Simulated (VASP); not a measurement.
# BaS (P4/nmm) in VASP: relaxation of cell and atoms with PBEsol

Aim: the relaxation of cell and atoms of BaS with PBEsol.

All numbers are computed with VASP 6.6.1; they aren't measurements. Logs are shortened: lines on timing, memory, paths and dates and some standing lists are left out, and cuts for length are marked.

### 1 The cell of the first run

It takes space group P4/nmm (No. 129, tetragonal). The conventional cell has a = 5.166 Å, b = 5.166 Å, c = 6.510 Å, α = 90.00°, β = 90.00°, γ = 90.00°. Within 4.0 Å of Ba (site symmetry 4mm) lie 4 S at 3.01 Å. S (site symmetry -4m2) has 4 Ba at 3.01 Å and 4 S at 3.65 Å within 4.0 Å.

### 2 Relaxation of cell and atoms, PBEsol

File INCAR:

```
ALGO = Normal
EDIFF = 1E-7
EDIFFG = -0.01
ENCUT = 600
GGA = PS
IBRION = 2
ISIF = 3
ISMEAR = 0
LASPH = T
LCHARG = F
LREAL = F
LWAVE = F
NELM = 80
NSW = 80
PREC = Accurate
SIGMA = 0.05
```

File KPOINTS:

```
k-points
0
Gamma
  6 6 6
```

File POSCAR:

```
BaS
1.0
    5.1660121097      0.0000000000      0.0000000000
    0.0000000000      5.1660121097      0.0000000000
    0.0000000000      0.0000000000      6.5096052705
Ba S
2 2
Direct
    0.5000000000      0.0000000000      0.2368000000
    0.0000000000      0.5000000000      0.7632000000
    0.0000000000      0.0000000000      0.0000000000
    0.5000000000      0.5000000000      0.0000000000
```

Potentials or basis: VASP PAW PBE potentials, release 64 (Ba_sv, S).

Command:

```console
cat potpaw_PBE.64/Ba_sv/POTCAR potpaw_PBE.64/S/POTCAR > POTCAR
mpirun -np 1 vasp_std > vasp.out
```

OUTCAR:

```text
EDIFF = 1E-7
   EDIFFG = -0.01
   ENCUT = 600
   GGA = PS
   IBRION = 2
   ISIF = 3
   ISMEAR = 0
   LASPH = T
   LREAL = F
   NELM = 80
   NSW = 80
   PREC = Accurate

 ion  position               nearest neighbor table
   1  0.500  0.000  0.237-   3 3.01   4 3.01   4 3.01   3 3.01
   2  0.000  0.500  0.763-   3 3.01   4 3.01   3 3.01   4 3.01
   3  0.000  0.000  0.000-   1 3.01   2 3.01   2 3.01   1 3.01
   4  0.500  0.500  0.000-   1 3.01   2 3.01   1 3.01   2 3.01

  LATTYP: Found a simple tetragonal cell.
 ALAT       =     5.1660121097
 C/A-ratio  =     1.2600832387

  Lattice vectors:

 A1 = (   5.1660121097,   0.0000000000,   0.0000000000)
 A2 = (   0.0000000000,   5.1660121097,   0.0000000000)
 A3 = (   0.0000000000,   0.0000000000,   6.5096052705)

Analysis of symmetry for initial positions (statically):
=====================================================================
 Subroutine PRICEL returns:
 Original cell was already a primitive cell.

 Routine SETGRP: Setting up the symmetry group for a
 simple tetragonal supercell.

 Subroutine GETGRP returns: Found 16 space group operations
 (whereof  8 operations were pure point group operations)
 out of a pool of 16 trial point group operations.

The static configuration has the point symmetry D_2d.
 The point group associated with its full space group is D_4h.

Analysis of symmetry for dynamics (positions and initial velocities):
=====================================================================
 Subroutine PRICEL returns:
 Original cell was already a primitive cell.

 Routine SETGRP: Setting up the symmetry group for a
 simple tetragonal supercell.

 Subroutine GETGRP returns: Found 16 space group operations
 (whereof  8 operations were pure point group operations)
 out of a pool of 16 trial point group operations.

The dynamic configuration has the point symmetry D_2d.
 The point group associated with its full space group is D_4h.

 Subroutine INISYM returns: Found 16 space group operations
 (whereof  8 operations are pure point group operations),
 and found     1 'primitive' translations

----------------------------------------------------------------------------------------

                                     Primitive cell

  volume of cell :     173.7263

  direct lattice vectors                    reciprocal lattice vectors
     5.166012110  0.000000000  0.000000000     0.193572911  0.000000000  0.000000000
     0.000000000  5.166012110  0.000000000     0.000000000  0.193572911  0.000000000
     0.000000000  0.000000000  6.509605270     0.000000000  0.000000000  0.153619146

  length of vectors
     5.166012110  5.166012110  6.509605270     0.193572911  0.193572911  0.153619146

  position of ions in fractional coordinates (direct lattice)
     0.500000000  0.000000000  0.236800000
     0.000000000  0.500000000  0.763200000
     0.000000000  0.000000000  0.000000000
     0.500000000  0.500000000  0.000000000

  ion indices of the primitive-cell ions
   primitive index   ion index
                 1           1
                 2           2
                 3           3
                 4           4

----------------------------------------------------------------------------------------

 KPOINTS: k-points

Automatic generation of k-mesh.
 Grid dimensions read from file:
 generate k-points for:    6    6    6

 Generating k-lattice:

  Cartesian coordinates                     Fractional coordinates (reciprocal lattice)
     0.032262152  0.000000000  0.000000000     0.166666667  0.000000000  0.000000000
     0.000000000  0.032262152  0.000000000     0.000000000  0.166666667  0.000000000
     0.000000000  0.000000000  0.025603191     0.000000000  0.000000000  0.166666667

  Length of vectors
     0.032262152  0.032262152  0.025603191

  Shift w.r.t. Gamma in fractional coordinates (k-lattice)
     0.000000000  0.000000000  0.000000000

 Subroutine IBZKPT returns following result:
 ===========================================

 Found     40 irreducible k-points:

 Following reciprocal coordinates:
            Coordinates               Weight
  0.000000  0.000000  0.000000      1.000000
  0.166667  0.000000  0.000000      4.000000
  0.333333  0.000000  0.000000      4.000000
  0.500000  0.000000  0.000000      2.000000
  0.166667  0.166667  0.000000      4.000000
  0.333333  0.166667  0.000000      8.000000
[... 16 lines left out ...]
  0.333333  0.000000  0.333333      8.000000
  0.500000  0.000000  0.333333      4.000000
 [... further k-points ...]
   k-points           NKPTS =     40   k-points in BZ     NKDIM =     40   number of bands    NBANDS=     20
   number of dos      NEDOS =    301   number of ions     NIONS =      4
   total plane-waves  NPLWV =  95256
   dimension x,y,z NGX =    42 NGY =   42 NGZ =   54
   dimension x,y,z NGXF=    84 NGYF=   84 NGZF=  108
   ions per type =               2   2
   NGX,Y,Z   is equivalent  to a cutoff of  13.52, 13.52, 13.79 a.u.
   NGXF,Y,Z  is equivalent  to a cutoff of  27.03, 27.03, 27.58 a.u.
 SYSTEM =  unknown system
   PREC   = accura    normal or accurate (medium, high low for compatibility)
   ISTART =      0    job   : 0-new  1-cont  2-samecut
   ICHARG =      2    charge: 1-file 2-atom 10-const
   ISPIN  =      1    spin polarized calculation?
   LNONCOLLINEAR =      F non collinear calculations
   LSORBIT =      F    spin-orbit coupling
   LASPH  =      T    aspherical Exc in radial PAW
   ENCUT  =  600.0 eV  44.10 Ry    6.64 a.u.  10.32 10.32 13.00*2*pi/ulx,y,z
   NELM   =     80;   NELMIN=  2; NELMDL= -5     # of ELM steps
   EDIFF  = 0.1E-06   stopping-criterion for ELM
   LREAL  =      F    real-space projection
   EDIFFG = -.1E-01   stopping-criterion for IOM
   NSW    =     80    number of steps for IOM
   IBRION =      2    ionic relax: 0-MD 1-quasi-New 2-CG
   NFREE  =      1    steps in history (QN), initial steepest desc. (CG)
   ISIF   =      3    stress and relaxation
   ISYM   =      2    0-nonsym 1-usesym 2-fastsym
   POTIM  = 0.5000    time-step for ionic-motion
   TEBEG  =    0.0;   TEEND  =   0.0 temperature during run
   PSTRESS=    0.0 pullay stress
   NELECT =      32.0000    total number of electrons
   NUPDOWN=      -1.0000    fix difference up-down
   EMIN   =  10.00;   EMAX   =-10.00  energy-range for DOS
   EFERMI =   0.00;   METHOD = LEGACY
   ISMEAR =     0;   SIGMA  =   0.05  broadening in eV -4-tet -1-fermi 0-gaus
   EFERMI_NEDOS =   21; number of points for ismear=-14 and -15
   IALGO  =     38    algorithm
   IMIX   =      4    mixing-type and parameters
     AMIX     =   0.40;   BMIX     =  1.00
     AMIX_MAG =   1.60;   BMIX_MAG =  1.00
  volume/ion in A,a.u.               =      43.43       293.09
  Fermi-wavevector in a.u.,A,eV,Ry     =   0.931472  1.760226 11.804952  0.867640
  Thomas-Fermi vector in A             =   2.057969
   LORBIT       =      0    0 simple, 1 ext, 2 COOP (PROOUT), +10 PAW based schemes
   GGA     = PS    functional components
   LHFCALC =     F    Hartree Fock is set to
   AEXX    =    0.0000 exact exchange contribution
   IVDW    =     0    specifies the selected vdW correction
   LEPSILON=     F    determine dielectric tensor
   LRPA    =     F    only Hartree local field effects (RPA)
 conjugate gradient relaxation of ions
 non-spin polarized calculation
 Gauss-broadening in eV      SIGMA  =   0.05
  energy-cutoff  :      600.00
  volume of cell :      173.73
 maximum number of plane-waves:      5858
 NGX is ok and might be reduce to    42
   NGX = 21   NGY = 21   NGZ = 27

--------------------------------------- Ionic step        1  -------------------------------------------

 number of electron      32.0000004 magnetization

 Free energy of the ion-electron system (eV)
  ---------------------------------------------------
  ext. energy  EPLUGINS =         0.00000000
  ---------------------------------------------------
  free energy    TOTEN  =       -18.86638682 eV

  energy without entropy =      -18.86638682  energy(sigma->0) =      -18.86638682

------------------------ aborting loop because EDIFF is reached ----------------------------------------

  FORCE on cell =-STRESS in cart. coord.  units (eV):
  Direction    XX          YY          ZZ          XY          YZ          ZX
  --------------------------------------------------------------------------------------
  -------------------------------------------------------------------------------------
  Total        1.4976392      1.4976392     -5.2834880      0.0000000      0.0000000      0.0000000
  in kB       13.8118638     13.8118638    -48.7265671      0.0000000      0.0000000      0.0000000
  external PRESSURE =      -7.0342798 kB  Pullay stress =       0.0000000 kB
[... 95 lines left out ...]
  FREE ENERGIE OF THE ION-ELECTRON SYSTEM (eV)
  ---------------------------------------------------
  free  energy   TOTEN  =       -19.7419377320 eV

  energy  without entropy=      -19.7419377320  energy(sigma->0) =      -19.74193773

 E-fermi :   2.3300     XC(G=0):  -8.9170

 val. band max:        2.0764033808   @ k =   0.3333   0.3333   0.0000
 cond. band min:       3.9546840820   @ k =   0.0000   0.0000   0.0000
 fundamental gap:      1.8782807012
 Fermi energy:         2.3299786528

 k-point     1 :       0.0000    0.0000    0.0000
  band No.  band energies     occupation
      1     -24.7423      2.00000
      2     -24.6747      2.00000
      3     -10.2131      2.00000
      4     -10.2131      2.00000
      5     -10.0712      2.00000
      6      -9.7976      2.00000
[... 541 lines left out ...]
     19       6.0406      0.00000
     20       6.0406      0.00000

 [... further k-points ...]

[... ionic steps 4 to 23 ...]

--------------------------------------- Ionic step       24  -------------------------------------------

 number of electron      31.9999997 magnetization

------------------------ aborting loop because EDIFF is reached ----------------------------------------
[... 71 lines left out ...]
--------------------------------------- Ionic step       26  -------------------------------------------

 number of electron      31.9999997 magnetization

 Free energy of the ion-electron system (eV)
  ---------------------------------------------------
  ext. energy  EPLUGINS =         0.00000000
  ---------------------------------------------------
  free energy    TOTEN  =       -20.77258872 eV

  energy without entropy =      -20.77258872  energy(sigma->0) =      -20.77258872

 E-fermi :   3.1441     XC(G=0):  -9.6405

 val. band max:        2.8858619030   @ k =   0.0000   0.0000   0.0000
 cond. band min:       4.4046624395   @ k =   0.0000   0.0000   0.0000
 fundamental gap:      1.5188005365
 Fermi energy:         3.1441139999

 k-point     1 :       0.0000    0.0000    0.0000
  band No.  band energies     occupation
      1     -23.9890      2.00000
      2     -23.8086      2.00000
      3      -9.6383      2.00000
      4      -9.6383      2.00000
      5      -8.7973      2.00000
      6      -8.7973      2.00000
[... 541 lines left out ...]
     19       7.1516      0.00000
     20       7.1516      0.00000

 [... further k-points ...]
[... 5 lines left out ...]
  --------------------------------------------------------------------------------------
  -------------------------------------------------------------------------------------
  Total       -0.0279651     -0.0279651      0.0109258      0.0000000      0.0000000      0.0000000
  in kB       -0.4033356     -0.4033356      0.1575811      0.0000000      0.0000000      0.0000000
  external PRESSURE =      -0.2163633 kB  Pullay stress =       0.0000000 kB
[... 19 lines left out ...]
  FREE ENERGIE OF THE ION-ELECTRON SYSTEM (eV)
  ---------------------------------------------------
  free  energy   TOTEN  =       -20.7725887215 eV

  energy  without entropy=      -20.7725887215  energy(sigma->0) =      -20.77258872

 reached required accuracy - stopping structural energy minimisation
```

It took 38 min on 1 thread of Intel Xeon Platinum 8559C (Emerald Rapids), shared host; peak memory 0.47 GiB.

What came out:

```yaml
Free_energy: -20.7726 eV
Relaxed_volume: 27.77 Å³/atom
Relaxed_cell: a = 5.383 Å, b = 5.383 Å, c = 3.834 Å, α = 90.00°, β = 90.00°, γ = 90.00°
Space_group_after_relaxing_to_0.1_Å: P4/nmm (No. 129)
Energy_gained_by_relaxing: 476.6 meV/atom
Ionic_steps: 26
Pressure_after_relaxing: 0.0 GPa
Largest_force_after_relaxing: 0.008 eV/Å
Band_gap_on_the_k_mesh: 1.52 eV
```

Forces on the atoms (eV/Å):
```
Ba   0.000  0.000 -0.008
Ba   0.000  0.000  0.008
S    0.000  0.000  0.000
S    0.000  0.000  0.000
```

The path:
```tsv
step	energy change (eV)	largest force (eV/Å)	pressure (GPa)	volume (Å³)
1	0.0000	1.1982	-0.70	173.73
2	-0.4432	0.5240	0.39	168.59
3	-0.8756	0.4513	2.06	157.94
4	-0.6472	1.2477	3.69	129.76
5	-1.0457	0.7419	2.19	149.84
6	-1.0103	0.0669	-3.06	163.75
7	-1.1574	0.3520	-0.63	156.39
8	-1.1574	0.3614	-0.56	156.19
9	-1.1928	0.4011	-0.56	153.03
10	-1.2950	0.5391	-0.45	143.60
11	-1.3618	0.8362	0.63	124.98
12	-1.3739	0.7877	0.31	128.73
13	-1.3958	0.7848	0.34	127.64
14	-1.4572	0.7727	0.48	124.42
15	-1.5508	0.7294	1.01	118.10
16	-1.5178	0.5456	3.82	105.98
17	-1.5732	0.6846	2.00	112.57
18	-1.6696	0.5591	1.63	112.29
19	-1.8582	0.2083	0.70	111.40
20	-1.8545	0.0466	0.13	109.42
21	-1.9013	0.0378	0.12	110.26
22	-1.9056	0.0092	0.22	110.64
23	-1.9058	0.0030	0.19	110.56
24	-1.9061	0.0063	0.03	110.94
25	-1.9062	0.0074	-0.02	111.07
26	-1.9062	0.0081	-0.02	111.09
```

Final structure:
```
CELL_PARAMETERS angstrom
5.38307 0.00000 0.00000
0.00000 5.38307 0.00000
0.00000 0.00000 3.83354
ATOMIC_POSITIONS crystal
Ba 0.50000 0.00000 0.42965
Ba 0.00000 0.50000 0.57035
S 0.00000 0.00000 0.00000
S 0.50000 0.50000 0.00000
```

Caveat: the volume moved by over 15 % at a fixed basis, so the end points are rough; the PAW data sets were made with another functional, which shifts forces and pressure a little; spin-orbit coupling is left out, which moves the levels of the heavy elements. A k mesh can miss the band edges.
